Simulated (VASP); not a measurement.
# SnO (kn) (Cmc2_1) in VASP: single point with PBEsol

Aim: the single point of SnO (kn) with PBEsol.

Program: VASP 6.6.1. These are calculated values, not measurements. Logs are shortened: lines on timing, memory, paths and dates and some standing lists are left out, and cuts for length are marked.

### Step 1. The cell of the first run

The typed cell holds 8 atoms: a = 3.419 Å, b = 3.419 Å, c = 11.944 Å, α = 90.00°, β = 90.00°, γ = 97.07°.

### Step 2. Single point, PBEsol

Contents of INCAR:

```
SYSTEM = SnO
ALGO = Normal
EDIFF = 1E-6
ENCUT = 600
GGA = PS
GGA_COMPAT = .False.
ISIF = 2
ISMEAR = 0
LASPH = .True.
LCHARG = .False.
LREAL = .False.
LWAVE = .False.
NBANDS = 50
NELM = 120
PREC = Accurate
SIGMA = 0.02
```

Contents of KPOINTS:

```
k-points
0
Gamma
  6 6 2
  0 0 0
```

Contents of POSCAR:

```
SnO
1.0
    2.2641570248     -2.5621059163      0.0000000000
    2.2641570248      2.5621059163      0.0000000000
    0.0000000000      0.0000000000     11.9439665168
Sn O
4 4
Direct
    0.0654143909      0.9345856091     -0.0016681381
    0.9345856091      0.0654143909      0.4983318619
    0.4342313570      0.5657686430      0.2308990486
    0.5657686430      0.4342313570      0.7308990486
    0.4738679525      0.5261320475      0.0517860103
    0.5261320475      0.4738679525      0.5517860103
    1.0257657169     -0.0257657169      0.1774420792
   -0.0257657169      1.0257657169      0.6774420792
```

Potentials or basis: VASP PAW PBE potentials, release 64 (Sn_d, O).

On the command line:

```console
> cat potpaw_PBE.64/Sn_d/POTCAR potpaw_PBE.64/O/POTCAR > POTCAR
> mpirun -np 1 vasp_std > vasp.out
```

OUTCAR:

```text
SYSTEM = SnO
   EDIFF = 1E-6
   ENCUT = 600
   GGA = PS
   ISIF = 2
   ISMEAR = 0
   LASPH = .True.
   LREAL = .False.
   NELM = 120
   PREC = Accurate

 ion  position               nearest neighbor table
   1  0.065  0.935  0.998-   7 2.15   5 2.19   5 2.40   5 2.40   3 3.36   3 3.65   3 3.65
   2  0.935  0.065  0.498-   8 2.15   6 2.19   6 2.40   6 2.40   4 3.36   4 3.65   4 3.65
   3  0.434  0.566  0.231-   5 2.15   7 2.19   7 2.40   7 2.40   1 3.36   1 3.65   1 3.65
   4  0.566  0.434  0.731-   6 2.15   8 2.19   8 2.40   8 2.40   2 3.36   2 3.65   2 3.65
   5  0.474  0.526  0.052-   3 2.15   1 2.19   1 2.40   1 2.40
   6  0.526  0.474  0.552-   4 2.15   2 2.19   2 2.40   2 2.40
   7  0.026  0.974  0.177-   1 2.15   3 2.19   3 2.40   3 2.40
   8  0.974  0.026  0.677-   2 2.15   4 2.19   4 2.40   4 2.40

  LATTYP: Found a base centered orthorhombic cell.
 ALAT       =     4.5283140496
 B/A-ratio  =     1.1315937403
 C/A-ratio  =     2.6376188546

  Lattice vectors:

 A1 = (   2.2641570248,  -2.5621059163,   0.0000000000)
 A2 = (   2.2641570248,   2.5621059163,   0.0000000000)
 A3 = (   0.0000000000,   0.0000000000,  11.9439665168)

Analysis of symmetry for initial positions (statically):
=====================================================================
 Subroutine PRICEL returns:
 Original cell was already a primitive cell.

 Routine SETGRP: Setting up the symmetry group for a
 base centered orthorhombic supercell.

 Subroutine GETGRP returns: Found  4 space group operations
 (whereof  2 operations were pure point group operations)
 out of a pool of  8 trial point group operations.

The static configuration has the point symmetry C_1h.
 The point group associated with its full space group is C_2v.

Analysis of symmetry for dynamics (positions and initial velocities):
=====================================================================
 Subroutine PRICEL returns:
 Original cell was already a primitive cell.

 Routine SETGRP: Setting up the symmetry group for a
 base centered orthorhombic supercell.

 Subroutine GETGRP returns: Found  4 space group operations
 (whereof  2 operations were pure point group operations)
 out of a pool of  8 trial point group operations.

The dynamic configuration has the point symmetry C_1h.
 The point group associated with its full space group is C_2v.

 Subroutine INISYM returns: Found  4 space group operations
 (whereof  2 operations are pure point group operations),
 and found     1 'primitive' translations

[... 108 lines left out ...]
   EDIFFG = 0.1E-04   stopping-criterion for IOM
   NSW    =      0    number of steps for IOM
   IBRION =     -1    ionic relax: 0-MD 1-quasi-New 2-CG
   NFREE  =      0    steps in history (QN), initial steepest desc. (CG)
   ISIF   =      2    stress and relaxation
   ISYM   =      2    0-nonsym 1-usesym 2-fastsym
   POTIM  = 0.5000    time-step for ionic-motion
   TEBEG  =    0.0;   TEEND  =   0.0 temperature during run
   PSTRESS=    0.0 pullay stress
   NELECT =      80.0000    total number of electrons
   NUPDOWN=      -1.0000    fix difference up-down
   EMIN   =  10.00;   EMAX   =-10.00  energy-range for DOS
   EFERMI =   0.00;   METHOD = LEGACY
   ISMEAR =     0;   SIGMA  =   0.02  broadening in eV -4-tet -1-fermi 0-gaus
   EFERMI_NEDOS =   21; number of points for ismear=-14 and -15
   IALGO  =     38    algorithm
   IMIX   =      4    mixing-type and parameters
     AMIX     =   0.40;   BMIX     =  1.00
     AMIX_MAG =   1.60;   BMIX_MAG =  1.00
  volume/ion in A,a.u.               =      17.32       116.89
  Fermi-wavevector in a.u.,A,eV,Ry     =   1.363151  2.575983 25.282098  1.858182
  Thomas-Fermi vector in A             =   2.489579
   LORBIT       =      0    0 simple, 1 ext, 2 COOP (PROOUT), +10 PAW based schemes
   GGA     = PS    functional components
   LHFCALC =     F    Hartree Fock is set to
   AEXX    =    0.0000 exact exchange contribution
   IVDW    =     0    specifies the selected vdW correction
   LEPSILON=     F    determine dielectric tensor
   LRPA    =     F    only Hartree local field effects (RPA)
 non-spin polarized calculation
 Gauss-broadening in eV      SIGMA  =   0.02
  energy-cutoff  :      600.00
  volume of cell :      138.57
 maximum number of plane-waves:      4644
   NGX = 13   NGY = 13   NGZ = 47

 number of electron      80.0000011 magnetization

 Free energy of the ion-electron system (eV)
  ---------------------------------------------------
  ext. energy  EPLUGINS =         0.00000000
  ---------------------------------------------------
  free energy    TOTEN  =       -47.38443825 eV

  energy without entropy =      -47.38443825  energy(sigma->0) =      -47.38443825

 E-fermi :   6.4470     XC(G=0): -10.5897

 val. band max:        6.3103888380   @ k =   0.0000   0.0000   0.0000
 cond. band min:       7.5965491516   @ k =   0.3333   0.0000   0.0000
 fundamental gap:      1.2861603136
 Fermi energy:         6.4469513827

 k-point     1 :       0.0000    0.0000    0.0000
  band No.  band energies     occupation
      1     -14.7415      2.00000
      2     -14.7336      2.00000
      3     -14.5323      2.00000
      4     -14.5301      2.00000
      5     -14.5272      2.00000
      6     -14.5257      2.00000
[... 1261 lines left out ...]
     49      12.1871      0.00000
     50      12.1871      0.00000

 [... further k-points ...]
[... 5 lines left out ...]
  --------------------------------------------------------------------------------------
  -------------------------------------------------------------------------------------
  Total        0.0851336      0.1442716      0.3145559      0.0000000      0.0000000      0.0000000
  in kB        0.9843046      1.6680501      3.6368574      0.0000000      0.0000000      0.0000000
  external PRESSURE =       2.0964040 kB  Pullay stress =       0.0000000 kB

 VOLUME and BASIS-vectors are now :
 -----------------------------------------------------------------------------
  energy-cutoff  :      600.00
  volume of cell :      138.57
      direct lattice vectors                 reciprocal lattice vectors
     2.264157025 -2.562105916  0.000000000     0.220832740 -0.195151963  0.000000000
     2.264157025  2.562105916  0.000000000     0.220832740  0.195151963  0.000000000
     0.000000000  0.000000000 11.943966517     0.000000000  0.000000000  0.083724280

 POSITION                                       TOTAL-FORCE (eV/Angst)
 -----------------------------------------------------------------------------------
      2.26416      2.22691     11.92404         0.000000      0.031443     -0.074451
      2.26416     -2.22691      5.95206         0.000000     -0.031443     -0.074451
      2.26416      0.33701      2.75785         0.000000     -0.031512      0.074429
      2.26416     -0.33701      8.72983         0.000000      0.031512      0.074429
      2.26416      0.13391      0.61853         0.000000     -0.029370     -0.013694
      2.26416     -0.13391      6.59051         0.000000      0.029370     -0.013694
      2.26416      2.43008      2.11936         0.000000      0.029152      0.013716
      2.26416     -2.43008      8.09135         0.000000     -0.029152      0.013716
 -----------------------------------------------------------------------------------
    total drift:                               -0.000000     -0.000000     -0.000159

  FREE ENERGIE OF THE ION-ELECTRON SYSTEM (eV)
  ---------------------------------------------------
  free  energy   TOTEN  =       -47.3844382510 eV

  energy  without entropy=      -47.3844382510  energy(sigma->0) =      -47.38443825
```

OSZICAR:

```text
N       E                     dE             d eps       ncg     rms          rms(c)
DAV:   1     0.108642924241E+04    0.10864E+04   -0.40133E+04  2812   0.269E+03
DAV:   2     0.171578965451E+03   -0.91485E+03   -0.87628E+03  2640   0.729E+02
DAV:   3    -0.348895227854E+02   -0.20647E+03   -0.19561E+03  2938   0.259E+02
DAV:   4    -0.532036389059E+02   -0.18314E+02   -0.17932E+02  3054   0.787E+01
DAV:   5    -0.538865356271E+02   -0.68290E+00   -0.68037E+00  3046   0.155E+01    0.150E+01
DAV:   6    -0.474885904186E+02    0.63979E+01   -0.26091E+01  4196   0.493E+01    0.691E+00
DAV:   7    -0.474693569294E+02    0.19233E-01   -0.42954E+00  2966   0.965E+00    0.371E+00
DAV:   8    -0.474159112645E+02    0.53446E-01   -0.85558E-01  3872   0.479E+00    0.124E+00
DAV:   9    -0.473831802156E+02    0.32731E-01   -0.10591E-01  4036   0.321E+00    0.352E-01
DAV:  10    -0.473856523212E+02   -0.24721E-02   -0.21537E-02  3662   0.133E+00    0.264E-01
DAV:  11    -0.473844011879E+02    0.12511E-02   -0.35691E-03  3760   0.552E-01    0.741E-02
DAV:  12    -0.473844617329E+02   -0.60545E-04   -0.15204E-03  3318   0.184E-01    0.523E-02
DAV:  13    -0.473844377852E+02    0.23948E-04   -0.14542E-04  3320   0.993E-02    0.206E-02
DAV:  14    -0.473844382510E+02   -0.46582E-06   -0.78750E-06  3060   0.202E-02
   1 F= -.47384438E+02 E0= -.47384438E+02  d E =-.884853E-24
```

stdout:

```text
POSCAR found type information on POSCAR SnO
 POSCAR found :  2 types and       8 ions
 scaLAPACK will be used
 -----------------------------------------------------------------------------
|                                                                             |
|                                                                             |
|     You enforced a specific xc type in the INCAR file but a different       |
|     I HOPE YOU KNOW WHAT YOU ARE DOING!                                     |
|                                                                             |
 -----------------------------------------------------------------------------

 LDA part: xc-table for (Slater+PW92), standard interpolation
 POSCAR, INCAR and KPOINTS ok, starting setup
 FFT: planning ... GRIDC
 FFT: planning ... GRID_SOFT
 FFT: planning ... GRID
 WAVECAR not read
 entering main loop
```

Run time: 5.8 min. Hardware: 1 thread of Intel Xeon 8259CL, shared host; peak memory 0.35 GiB.

Results:

```
Free energy            : -47.3844 eV
Pressure               : 0.2 GPa
Largest force          : 0.081 eV/Å
Band gap on the k mesh : 1.29 eV, indirect (least direct gap 1.67 eV)
```

Forces in eV/Å, atoms in the order of the input:
```
Sn   0.000  0.031 -0.074
Sn   0.000 -0.031 -0.074
Sn   0.000 -0.032  0.074
Sn   0.000  0.032  0.074
O    0.000 -0.029 -0.014
O    0.000  0.029 -0.014
O    0.000  0.029  0.014
O    0.000 -0.029  0.014
```

Caveat: the PAW data sets were made with another functional, which shifts forces and pressure a little; spin-orbit coupling is left out, which moves the levels of the heavy elements. A k mesh can miss the band edges.
